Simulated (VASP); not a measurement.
# Pt (Im-3m) in VASP: notebook, part 2 of 2

VASP 6.6.1.

### 4 Single point, PBE

The input, INCAR:

```
  ALGO = Normal
  EDIFF = 1E-6
  ENCUT = 520
  GGA = PE
  ISIF = 2
  ISMEAR = 1
  LASPH = T
  LCHARG = F
  LREAL = F
  LWAVE = F
  NBANDS = 11
  NELM = 100
  PREC = Accurate
  SIGMA = 0.05
```

The input, KPOINTS:

```
k-points
0
Gamma
  20 20 20
```

The input, POSCAR:

```
Pt
1.0
    1.5814598883      1.5814598883      1.5814598883
   -1.5814598883      1.5814598883      1.5814598883
   -1.5814598883     -1.5814598883      1.5814598883
Pt
1
Direct
    0.0000000000      0.0000000000      0.0000000000
```

Potentials or basis: VASP PAW PBE potentials, release 64 (Pt).

Started as:

```console
$ cat potpaw_PBE.64/Pt/POTCAR > POTCAR
$ mpirun -np 1 vasp_std > vasp.out
```

OUTCAR:

```text
EDIFF = 1E-6
   ENCUT = 520
   GGA = PE
   ISIF = 2
   ISMEAR = 1
   LASPH = T
   LREAL = F
   NELM = 100
   PREC = Accurate

 ion  position               nearest neighbor table
   1  0.000  0.000  0.000-

  LATTYP: Found a body centered cubic cell.
 ALAT       =     3.1629197766

  Lattice vectors:

 A1 = (   1.5814598883,  -1.5814598883,  -1.5814598883)
 A2 = (   1.5814598883,   1.5814598883,   1.5814598883)
 A3 = (  -1.5814598883,  -1.5814598883,   1.5814598883)

Analysis of symmetry for initial positions (statically):
=====================================================================
 Subroutine PRICEL returns:
 Original cell was already a primitive cell.

 Routine SETGRP: Setting up the symmetry group for a
 body centered cubic supercell.

 Subroutine GETGRP returns: Found 48 space group operations
 (whereof 48 operations were pure point group operations)
 out of a pool of 48 trial point group operations.

The static configuration has the point symmetry O_h .

Analysis of symmetry for dynamics (positions and initial velocities):
=====================================================================
 Subroutine PRICEL returns:
 Original cell was already a primitive cell.

 Routine SETGRP: Setting up the symmetry group for a
 body centered cubic supercell.

 Subroutine GETGRP returns: Found 48 space group operations
 (whereof 48 operations were pure point group operations)
 out of a pool of 48 trial point group operations.

The dynamic configuration has the point symmetry O_h .

 Subroutine INISYM returns: Found 48 space group operations
 (whereof 48 operations are pure point group operations),
 and found     1 'primitive' translations

----------------------------------------------------------------------------------------

                                     Primitive cell

  volume of cell :      15.8210

  direct lattice vectors                    reciprocal lattice vectors
     1.581459888  1.581459888  1.581459888     0.316163567  0.000000000  0.316163567
    -1.581459888  1.581459888  1.581459888    -0.316163567  0.316163567  0.000000000
    -1.581459888 -1.581459888  1.581459888     0.000000000 -0.316163567  0.316163567

  length of vectors
     2.739168877  2.739168877  2.739168877     0.447122805  0.447122805  0.447122805

  position of ions in fractional coordinates (direct lattice)
     0.000000000  0.000000000  0.000000000

  ion indices of the primitive-cell ions
   primitive index   ion index
                 1           1

----------------------------------------------------------------------------------------

 KPOINTS: k-points

Automatic generation of k-mesh.
 Grid dimensions read from file:
 generate k-points for:   20   20   20

 Generating k-lattice:

  Cartesian coordinates                     Fractional coordinates (reciprocal lattice)
     0.015808178  0.000000000  0.015808178     0.050000000  0.000000000  0.000000000
    -0.015808178  0.015808178  0.000000000     0.000000000  0.050000000  0.000000000
     0.000000000 -0.015808178  0.015808178     0.000000000  0.000000000  0.050000000

  Length of vectors
     0.022356140  0.022356140  0.022356140

  Shift w.r.t. Gamma in fractional coordinates (k-lattice)
     0.000000000  0.000000000  0.000000000

 Subroutine IBZKPT returns following result:
 ===========================================

 Found    256 irreducible k-points:

 Following reciprocal coordinates:
            Coordinates               Weight
  0.000000  0.000000  0.000000      1.000000
  0.050000  0.000000  0.000000     12.000000
  0.100000  0.000000  0.000000     12.000000
  0.150000  0.000000  0.000000     12.000000
  0.200000  0.000000  0.000000     12.000000
  0.250000  0.000000  0.000000     12.000000
[... 16 lines left out ...]
  0.300000  0.100000  0.000000     48.000000
  0.350000  0.100000 -0.000000     48.000000
 [... further k-points ...]
   k-points           NKPTS =    256   k-points in BZ     NKDIM =    256   number of bands    NBANDS=     11
   number of dos      NEDOS =    301   number of ions     NIONS =      1
   total plane-waves  NPLWV =   8000
   dimension x,y,z NGX =    20 NGY =   20 NGZ =   20
   dimension x,y,z NGXF=    40 NGYF=   40 NGZF=   40
   ions per type =               1
   NGX,Y,Z   is equivalent  to a cutoff of  12.14, 12.14, 12.14 a.u.
   NGXF,Y,Z  is equivalent  to a cutoff of  24.28, 24.28, 24.28 a.u.
 SYSTEM =  unknown system
   PREC   = accura    normal or accurate (medium, high low for compatibility)
   ISTART =      0    job   : 0-new  1-cont  2-samecut
   ICHARG =      2    charge: 1-file 2-atom 10-const
   ISPIN  =      1    spin polarized calculation?
   LNONCOLLINEAR =      F non collinear calculations
   LSORBIT =      F    spin-orbit coupling
   LASPH  =      T    aspherical Exc in radial PAW
   ENCUT  =  520.0 eV  38.22 Ry    6.18 a.u.   5.09  5.09  5.09*2*pi/ulx,y,z
   NELM   =    100;   NELMIN=  2; NELMDL= -5     # of ELM steps
   EDIFF  = 0.1E-05   stopping-criterion for ELM
   LREAL  =      F    real-space projection
   EDIFFG = 0.1E-04   stopping-criterion for IOM
   NSW    =      0    number of steps for IOM
   IBRION =     -1    ionic relax: 0-MD 1-quasi-New 2-CG
   NFREE  =      0    steps in history (QN), initial steepest desc. (CG)
   ISIF   =      2    stress and relaxation
   ISYM   =      2    0-nonsym 1-usesym 2-fastsym
   POTIM  = 0.5000    time-step for ionic-motion
   TEBEG  =    0.0;   TEEND  =   0.0 temperature during run
   PSTRESS=    0.0 pullay stress
   NELECT =      10.0000    total number of electrons
   NUPDOWN=      -1.0000    fix difference up-down
   EMIN   =  10.00;   EMAX   =-10.00  energy-range for DOS
   EFERMI =   0.00;   METHOD = LEGACY
   ISMEAR =     1;   SIGMA  =   0.05  broadening in eV -4-tet -1-fermi 0-gaus
   EFERMI_NEDOS =   21; number of points for ismear=-14 and -15
   IALGO  =     38    algorithm
   IMIX   =      4    mixing-type and parameters
     AMIX     =   0.40;   BMIX     =  1.00
     AMIX_MAG =   1.60;   BMIX_MAG =  1.00
  volume/ion in A,a.u.               =      15.82       106.77
  Fermi-wavevector in a.u.,A,eV,Ry     =   1.404958  2.654986 26.856632  1.973907
  Thomas-Fermi vector in A             =   2.527467
   LORBIT       =      0    0 simple, 1 ext, 2 COOP (PROOUT), +10 PAW based schemes
   GGA     = PE    functional components
   LHFCALC =     F    Hartree Fock is set to
   AEXX    =    0.0000 exact exchange contribution
   IVDW    =     0    specifies the selected vdW correction
   LEPSILON=     F    determine dielectric tensor
   LRPA    =     F    only Hartree local field effects (RPA)
 non-spin polarized calculation
 Methfessel and Paxton  Order N= 1 SIGMA  =   0.05
  energy-cutoff  :      520.00
  volume of cell :       15.82
 maximum number of plane-waves:       438
   NGX = 11   NGY = 11   NGZ = 11

 number of electron      10.0000000 magnetization

 number of electron       9.9999999 magnetization

 Free energy of the ion-electron system (eV)
  ---------------------------------------------------
  ext. energy  EPLUGINS =         0.00000000
  ---------------------------------------------------
  free energy    TOTEN  =        -6.00719079 eV

  energy without entropy =       -6.00710568  energy(sigma->0) =       -6.00716242

 E-fermi :  10.1565     XC(G=0): -13.1958

 val. band max:       10.1501854858   @ k =   0.4000   0.3500   0.3500
 cond. band min:      10.1636183684   @ k =   0.4500   0.3500   0.2500
 fundamental gap:      0.0134328825
 Fermi energy:        10.1565014767

 k-point     1 :       0.0000    0.0000    0.0000
  band No.  band energies     occupation
      1       0.6933      2.00000
      2       6.7043      2.00000
      3       6.7043      2.00000
      4       6.7043      2.00000
      5       9.1804      2.00000
      6       9.1804      2.00000
      7      27.2754      0.00000
      8      27.2754      0.00000
      9      27.2754      0.00000
     10      37.2923      0.00000
     11      37.2925      0.00000
[... 309 lines left out ...]
 k-point    24 :       0.3500    0.1000   -0.0000
  band No.  band energies     occupation
      1       3.5723      2.00000
      2       5.7864      2.00000
      3       6.6699      2.00000
      4       8.6959      2.00000
      5       9.4217      2.00000
      6       9.8011      2.00000
      7      22.5702      0.00000
      8      25.3163      0.00000
      9      28.1776      0.00000
     10      31.0828      0.00000
     11      34.7019      0.00000

 [... further k-points ...]

------------------------ aborting loop because EDIFF is reached ----------------------------------------

  FORCE on cell =-STRESS in cart. coord.  units (eV):
  Direction    XX          YY          ZZ          XY          YZ          ZX
  --------------------------------------------------------------------------------------
  -------------------------------------------------------------------------------------
  Total       -0.0447441     -0.0447441     -0.0447441      0.0000000      0.0000000      0.0000000
  in kB       -4.5311807     -4.5311807     -4.5311807      0.0000000      0.0000000      0.0000000
  external PRESSURE =      -4.5311807 kB  Pullay stress =       0.0000000 kB

 VOLUME and BASIS-vectors are now :
 -----------------------------------------------------------------------------
  energy-cutoff  :      520.00
  volume of cell :       15.82
      direct lattice vectors                 reciprocal lattice vectors
     1.581459888  1.581459888  1.581459888     0.316163567  0.000000000  0.316163567
    -1.581459888  1.581459888  1.581459888    -0.316163567  0.316163567  0.000000000
    -1.581459888 -1.581459888  1.581459888     0.000000000 -0.316163567  0.316163567

 POSITION                                       TOTAL-FORCE (eV/Angst)
 -----------------------------------------------------------------------------------
      0.00000      0.00000      0.00000        -0.000000      0.000000      0.000000
 -----------------------------------------------------------------------------------
    total drift:                                0.000000     -0.000000     -0.000000

  FREE ENERGIE OF THE ION-ELECTRON SYSTEM (eV)
  ---------------------------------------------------
  free  energy   TOTEN  =        -6.0071907866 eV

  energy  without entropy=       -6.0071056807  energy(sigma->0) =       -6.00716242
```

stdout:

```text
POSCAR found type information on POSCAR Pt
 POSCAR found :  1 types and       1 ions
 scaLAPACK will be used
 LDA part: xc-table for (Slater+PW92), standard interpolation
 POSCAR, INCAR and KPOINTS ok, starting setup
 FFT: planning ... GRIDC
 FFT: planning ... GRID_SOFT
 FFT: planning ... GRID
 WAVECAR not read
 entering main loop
```

Wall time 67 s (1 thread of AMD EPYC, shared host); peak memory 0.13 GiB.

Results:

- Free energy: -6.0072 eV
- Pressure: -0.5 GPa
- Band gap on the k mesh: zero (band 5 reaches 11.17 eV, above the bottom of band 6 at 9.05 eV)

Levels at points of the mesh, in eV from the Fermi level:
| k point | band 1 | band 2 | band 3 | band 4 | band 5 | band 6 | band 7 | band 8 | band 9 | band 10 |
| --- | --- | --- | --- | --- | --- | --- | --- | --- | --- | --- |
| (0.00, 0.00, 0.00) | -9.46 | -3.45 | -3.45 | -3.45 | -0.98 | -0.98 | 17.12 | 17.12 | 17.12 | 27.14 |
| (0.50, 0.00, 0.00) | -6.53 | -4.87 | -1.16 | -0.66 | 0.29 | 1.06 | 6.30 | 13.29 | 15.86 | 24.03 |
| (0.50, 0.50, 0.50) | -6.04 | -6.04 | 0.54 | 0.54 | 0.54 | 7.68 | 7.68 | 7.68 | 12.78 | 19.02 |

Caveat: spin-orbit coupling is left out, which moves the levels of the heavy elements.

### 5 The runs side by side

```csv
cell,k mesh,gap on the mesh (eV),pressure (GPa)
"a = 2.740 Å, angles 70.5, 109.5, 70.5°, 1 atom",19 × 19 × 19,none,-0.4
"a = 2.758 Å, angles 70.5, 109.5, 70.5°, 1 atom",19 × 19 × 19,none,-4.9
"a = 2.739 Å, angles 70.5, 109.5, 70.5°, 1 atom",20 × 20 × 20,none,-0.5
```

Alike in all rows: task single point; level PBE; potentials or basis VASP PAW PBE potentials, release 64 (Pt); no spin polarisation; cutoff (eV) 520; smearing methfessel-paxton 0.05 eV.

Caveats: spin-orbit coupling is left out, which moves the levels of the heavy elements.

Absolute energies hang on the potentials; compare differences alone.
